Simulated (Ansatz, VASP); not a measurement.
**Two plane-wave programs on Zr**

```
Zr
1.0
     2.72476   -4.06689    0.00000
     2.72476    4.06689    0.00000
     0.00000    0.00000    6.15997
Zr
5
Direct
  0.50000 0.00000 0.25000
  0.00000 0.50000 0.75000
  0.00000 0.50000 0.25000
  0.50000 0.00000 0.75000
  0.00000 0.00000 0.00000
```

Alike in both runs: task single point; functional PBE; k mesh 4 × 4 × 4; occupations gaussian, width 0.1 eV; no spin polarisation.

```csv
,VASP,Ansatz
version,VASP 6.6.1,Ansatz 0.2.0
potentials or method,"VASP PAW PBE potentials, release 64 (Zr_sv), cutoff 520 eV","scalar-relativistic, plane waves, PAW"
valence electrons in the cell,60,60
```

```tsv
	VASP	Ansatz	Ansatz less VASP
gap on the k mesh at the Fermi level (eV)	none	none	-
pressure (GPa)	3.5	3.4	-0.05
traceless stress, the component that is largest in VASP (GPa)	5.62	5.54	-0.078
rms of the force components (eV/Å)	0.197	0.196	-0.0016
```

Atom by atom the forces differ by 0.002 eV/Å (rms over components). A gap of «none» marks a metal or a gap that the smearing closes.
